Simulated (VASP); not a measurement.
Runs of VASP 6.6.1 on Ca. The structure is that of space group I4_1/amd (No. 141), or close to it. The cells are those of the table. 

```tsv
cell	gap on the mesh (eV)	pressure (GPa)
a = 3.816 Å, angles 97.2, 97.2, 138.5°, 2 atoms	none	(a)
a = 4.478 Å, angles 97.3, 97.3, 138.1°, 2 atoms	none	10.5
a = 3.971 Å, angles 97.2, 97.2, 138.6°, 2 atoms	none	35.5
a = 4.235 Å, angles 97.3, 97.3, 138.1°, 2 atoms	none	19.2
```

Alike in all rows: task single point; level PBE; potentials or basis VASP PAW PBE potentials, release 64 (Ca_sv); no spin polarisation; k mesh 12 × 12 × 12; cutoff (eV) 520; smearing fermi-dirac 0.05 eV.

Estimate the missing entries.

(a) 49.2.

A gap of «none» marks levels without a gap at the run's occupations.
